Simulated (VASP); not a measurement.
# SiC (P6_3mc) in VASP: further runs, part 2 of 2

VASP 6.6.1. The steps go on from the part before.

### 3 Single point, PBE+D4

This run uses another cell than the first one, of 10.49 Å³/atom.

INCAR

```
SYSTEM = SiC
ALGO     = Normal         ! electronic algorithm
EDIFF    = 1E-6           ! SCF threshold, eV
ENCUT    = 520            ! plane-wave cutoff, eV
GGA      = PE             ! functional
ISIF     = 2              ! what is computed and relaxed
ISMEAR   = -1             ! smearing method
IVDW     = 13             ! dispersion correction
LASPH    = .True.         ! aspherical terms in the spheres
LCHARG   = .False.        ! write CHGCAR
LREAL    = .False.        ! projectors in reciprocal space
LWAVE    = .False.        ! write WAVECAR
NBANDS   = 36             ! bands
NELM     = 80             ! most SCF steps
PREC     = Accurate       ! precision mode
SIGMA    = 0.05           ! smearing width, eV
```

KPOINTS

```
k-points
0
Gamma
  10 10 2
  0 0 0
```

POSCAR

```
SiC
1.0
    3.0950000000      0.0000000000      0.0000000000
   -1.5475000000      2.6803486247      0.0000000000
    0.0000000000      0.0000000000     15.1700000000
Si C
6 6
Direct
    0.6666666667      0.3333333333      0.4583000000
    0.3333333333      0.6666666667      0.9583000000
    0.6666666667      0.3333333333      0.7917000000
    0.3333333333      0.6666666667      0.2917000000
    0.0000000000      0.0000000000      0.6250000000
    0.0000000000      0.0000000000      0.1250000000
    0.6666666667      0.3333333333      0.3333000000
    0.3333333333      0.6666666667      0.8333000000
    0.6666666667      0.3333333333      0.6667000000
    0.3333333333      0.6666666667      0.1667000000
    0.0000000000      0.0000000000      0.5000000000
    0.0000000000      0.0000000000      0.0000000000
```

Potentials or basis: VASP PAW PBE potentials, release 64 (Si, C).

On the command line:

```
$ cat potpaw_PBE.64/Si/POTCAR potpaw_PBE.64/C/POTCAR > POTCAR
$ mpirun -np 1 vasp_std > vasp.out
```

OUTCAR:

```text
SYSTEM = SiC
   EDIFF = 1E-6
   ENCUT = 520
   GGA = PE
   ISIF = 2
   ISMEAR = -1
   IVDW = 13
   LASPH = .True.
   LREAL = .False.
   NELM = 80
   PREC = Accurate

 ion  position               nearest neighbor table
   1  0.667  0.333  0.458-  11 1.90  11 1.90  11 1.90   7 1.90   4 3.10   4 3.10   4 3.10   5 3.10
                             5 3.10   5 3.10
   2  0.333  0.667  0.958-  12 1.90  12 1.90  12 1.90   8 1.90   3 3.10   3 3.10   3 3.10   6 3.10
                             6 3.10   6 3.10
   3  0.667  0.333  0.792-   8 1.90   8 1.90   8 1.90   9 1.90   2 3.10   2 3.10   2 3.10   5 3.10
                             5 3.10   5 3.10
[... 1180 lines left out ...]
  energy-cutoff  :      520.00
  volume of cell :      125.85
      direct lattice vectors                 reciprocal lattice vectors
     3.095000000  0.000000000  0.000000000     0.323101777  0.186542898  0.000000000
    -1.547500000  2.680348625  0.000000000     0.000000000  0.373085796  0.000000000
     0.000000000  0.000000000 15.170000000     0.000000000  0.000000000  0.065919578

 POSITION                                       TOTAL-FORCE (eV/Angst)
 -----------------------------------------------------------------------------------
      1.54750      0.89345      6.95241        -0.000000      0.000000      0.055343
     -0.00000      1.78690     14.53741         0.000000     -0.000000      0.055343
      1.54750      0.89345     12.01009         0.000000      0.000000      0.027024
     -0.00000      1.78690      4.42509        -0.000000      0.000000      0.027024
      0.00000      0.00000      9.48125         0.000000      0.000000      0.045799
      0.00000      0.00000      1.89625        -0.000000      0.000000      0.045799
      1.54750      0.89345      5.05616        -0.000000     -0.000000     -0.016729
     -0.00000      1.78690     12.64116        -0.000000     -0.000000     -0.016729
      1.54750      0.89345     10.11384        -0.000000      0.000000      0.032567
     -0.00000      1.78690      2.52884         0.000000     -0.000000      0.032567
      0.00000      0.00000      7.58500         0.000000      0.000000     -0.144003
      0.00000      0.00000      0.00000        -0.000000      0.000000     -0.144003
 -----------------------------------------------------------------------------------
    total drift:                                0.000000      0.000000     -0.000665

  FREE ENERGIE OF THE ION-ELECTRON SYSTEM (eV)
  ---------------------------------------------------
  free  energy   TOTEN  =       -94.2773243385 eV

  energy  without entropy=      -94.2773243383  energy(sigma->0) =      -94.27732434
```

stdout:

```text
POSCAR found type information on POSCAR SiC
 POSCAR found :  2 types and      12 ions
 scaLAPACK will be used
 LDA part: xc-table for (Slater+PW92), standard interpolation
 POSCAR, INCAR and KPOINTS ok, starting setup
 FFT: planning ... GRIDC
 FFT: planning ... GRID_SOFT
 FFT: planning ... GRID
 WAVECAR not read
 entering main loop
```

Run time: 2 min. Hardware: 1 thread of AMD EPYC 9R45 (Zen 5), shared host; peak memory 0.25 GiB.

What came out:

```yaml
Free_energy: -94.2773 eV
Pressure: -3.9 GPa
Largest_force: 0.144 eV/Å
Band_gap_on_the_k_mesh: 2.02 eV (least direct gap 3.12 eV)
Dispersion_energy_per_atom: -0.325 eV
```

Forces in eV/Å, atoms in the order of the input:
```
Si   0.000  0.000  0.055
Si   0.000  0.000  0.055
Si   0.000  0.000  0.027
Si   0.000  0.000  0.027
Si   0.000  0.000  0.046
Si   0.000  0.000  0.046
C    0.000  0.000 -0.017
C    0.000  0.000 -0.017
C    0.000  0.000  0.033
C    0.000  0.000  0.033
C    0.000  0.000 -0.144
C    0.000  0.000 -0.144
```

Levels at points of the mesh, in eV from the valence-band top:
```csv
k point,band 20,band 21,band 22,band 23,band 24,band 25,band 26,band 27,band 28,band 29
"(0.00, 0.00, 0.00)",-0.30,-0.30,-0.05,0.00,0.00,5.04,5.21,5.62,6.13,6.15
"(0.50, 0.00, 0.00)",-2.25,-1.80,-1.77,-1.66,-1.09,2.02,2.20,3.19,3.87,4.56
"(0.00, 0.00, 0.50)",-0.64,-0.10,-0.10,-0.10,-0.10,5.11,5.11,5.85,5.85,6.50
"(0.50, 0.00, 0.50)",-2.34,-1.71,-1.71,-1.30,-1.30,2.06,2.06,3.41,3.41,4.75
```

Caveat: the cell stands under tension.

### 4 Single point, revPBE+D4

This run uses another cell than the first one, of 10.49 Å³/atom.

INCAR

```
SYSTEM = SiC
PREC = Accurate
ENCUT = 520
EDIFF = 1E-6
ISMEAR = -1
SIGMA = 0.05
LREAL = .FALSE.
LASPH = .TRUE.
NELM = 60
ALGO = Normal
ISIF = 2
LWAVE = .FALSE.
LCHARG = .FALSE.
GGA = RE
IVDW = 13
NBANDS = 36
```

KPOINTS

```
Automatic mesh
0
G
  10 10 2
  0 0 0
```

POSCAR is that of step 3.

On the command line:

```
$ cat potpaw_PBE.64/Si/POTCAR potpaw_PBE.64/C/POTCAR > POTCAR
$ mpirun -np 1 vasp_std > vasp.out
```

Wall time 1.8 min (1 thread of AMD EPYC 9R45 (Zen 5), shared host); peak memory 0.25 GiB.

It converged, with:

```
Free energy                : -94.3706 eV
Pressure                   : -6.5 GPa
Largest force              : 0.146 eV/Å
Band gap on the k mesh     : 2.03 eV (least direct gap 3.12 eV)
Dispersion energy per atom : -0.639 eV
```

Forces on the atoms (eV/Å):
```
Si   0.000  0.000  0.052
Si   0.000  0.000  0.052
Si   0.000  0.000  0.031
Si   0.000  0.000  0.031
Si   0.000  0.000  0.045
Si   0.000  0.000  0.045
C    0.000  0.000 -0.021
C    0.000  0.000 -0.021
C    0.000  0.000  0.039
C    0.000  0.000  0.039
C    0.000  0.000 -0.146
C    0.000  0.000 -0.146
```

Stress tensor (GPa, compression positive):
```
-6.77  0.00  0.00
 0.00 -6.77  0.00
 0.00  0.00 -5.92
```

Levels at points of the mesh, in eV from the valence-band top:
| k point | band 21 | band 22 | band 23 | band 24 | band 25 | band 26 | band 27 | band 28 |
| --- | --- | --- | --- | --- | --- | --- | --- | --- |
| (0.00, 0.00, 0.00) | -0.30 | -0.05 | 0.00 | 0.00 | 5.07 | 5.24 | 5.65 | 6.15 |
| (0.50, 0.00, 0.00) | -1.80 | -1.76 | -1.65 | -1.09 | 2.03 | 2.21 | 3.21 | 3.88 |
| (0.00, 0.00, 0.50) | -0.10 | -0.10 | -0.10 | -0.10 | 5.14 | 5.14 | 5.88 | 5.88 |
| (0.50, 0.00, 0.50) | -1.71 | -1.71 | -1.29 | -1.29 | 2.07 | 2.07 | 3.43 | 3.43 |

Caveat: the cell stands under tension; the PAW data sets were made with another functional, which shifts forces and pressure a little.

### 5 Single point, b88 exchange, pbe correlation

This run uses another cell than the first one, of 11.12 Å³/atom.

INCAR

```
ALGO = Normal
EDIFF = 1E-6
ENCUT = 600
GGA = LIBXC
GGA_COMPAT = False
ISIF = 2
ISMEAR = -1
LASPH = True
LCHARG = False
LIBXC1 = GGA_X_B88
LIBXC2 = GGA_C_PBE
LREAL = False
LWAVE = False
NBANDS = 36
NELM = 120
PREC = Accurate
SIGMA = 0.05
```

KPOINTS

```
k-points
0
Gamma
  10 10 2
```

POSCAR, as its differences from that of step 4:

```diff
@@ -2,5 +2,5 @@
 1.0
-    3.0950000000      0.0000000000      0.0000000000
-   -1.5475000000      2.6803486247      0.0000000000
-    0.0000000000      0.0000000000     15.1700000000
+    3.1557016854      0.0000000000      0.0000000000
+   -1.5778508427      2.7329178263      0.0000000000
+    0.0000000000      0.0000000000     15.4675265161
 Si C
```

On the command line:

```
$ cat potpaw_PBE.64/Si/POTCAR potpaw_PBE.64/C/POTCAR > POTCAR
$ mpirun -np 1 vasp_std > vasp.out
```

It took 1.7 min on 1 thread of Intel Xeon 6975P-C (Granite Rapids), shared host; peak memory 0.35 GiB.

Results (log left out):

- Free energy: -88.9262 eV
- Pressure: -10.9 GPa
- Largest force: 0.133 eV/Å
- Band gap on the k mesh: 2.04 eV (least direct gap 3.11 eV)

Forces on the atoms (eV/Å):
```
Si   0.000  0.000  0.045
Si   0.000  0.000  0.045
Si   0.000  0.000  0.019
Si   0.000  0.000  0.019
Si   0.000  0.000  0.046
Si   0.000  0.000  0.046
C    0.000  0.000 -0.012
C    0.000  0.000 -0.012
C    0.000  0.000  0.034
C    0.000  0.000  0.034
C    0.000  0.000 -0.133
C    0.000  0.000 -0.133
```

Stress tensor (GPa, compression positive):
```
-11.16   0.00   0.00
  0.00 -11.16   0.00
  0.00   0.00 -10.43
```

Levels at points of the mesh, in eV from the valence-band top:
| k point | band 20 | band 21 | band 22 | band 23 | band 24 | band 25 | band 26 | band 27 | band 28 | band 29 |
| --- | --- | --- | --- | --- | --- | --- | --- | --- | --- | --- |
| (0.00, 0.00, 0.00) | -0.29 | -0.29 | -0.05 | 0.00 | 0.00 | 4.55 | 4.73 | 5.10 | 5.47 | 5.60 |
| (0.50, 0.00, 0.00) | -2.19 | -1.75 | -1.72 | -1.61 | -1.07 | 2.04 | 2.19 | 3.09 | 3.75 | 4.38 |
| (0.00, 0.00, 0.50) | -0.63 | -0.09 | -0.09 | -0.09 | -0.09 | 4.62 | 4.62 | 5.33 | 5.33 | 5.85 |
| (0.50, 0.00, 0.50) | -2.26 | -1.67 | -1.67 | -1.27 | -1.27 | 2.06 | 2.06 | 3.31 | 3.31 | 4.47 |

Caveat: the cell stands under tension; the PAW data sets were made with another functional, which shifts forces and pressure a little. A k mesh can miss the band edges.

### 6 Overview

| level | cell | cutoff (eV) | gap on the mesh (eV) | pressure (GPa) | largest force (eV/Å) |
| --- | --- | --- | --- | --- | --- |
| revPBE+D4 | a = 3.074, b = 3.074, c = 15.068 Å, angles 90.0, 90.0, 120.0°, 12 atoms | 520 | 2.02 | -2.3 | 0.15 |
| PBE+D4 | a = 3.095, b = 3.095, c = 15.170 Å, angles 90.0, 90.0, 120.0°, 12 atoms | 520 | 2.02 | -3.9 | 0.14 |
| revPBE+D4 | a = 3.095, b = 3.095, c = 15.170 Å, angles 90.0, 90.0, 120.0°, 12 atoms | 520 | 2.03 | -6.5 | 0.15 |
| b88 exchange, pbe correlation | a = 3.156, b = 3.156, c = 15.468 Å, angles 90.0, 90.0, 120.0°, 12 atoms | 600 | 2.04 | -10.9 | 0.13 |

Alike in all rows: task single point; potentials or basis VASP PAW PBE potentials, release 64 (Si, C); no spin polarisation; k mesh 10 × 10 × 2; smearing fermi-dirac 0.05 eV.

Caveats: the PAW data sets were made with another functional, which shifts forces and pressure a little (at least some runs); the cell stands under tension (at least some runs).

Total energies depend on the potentials used, so only differences within one code and one set of settings carry meaning.
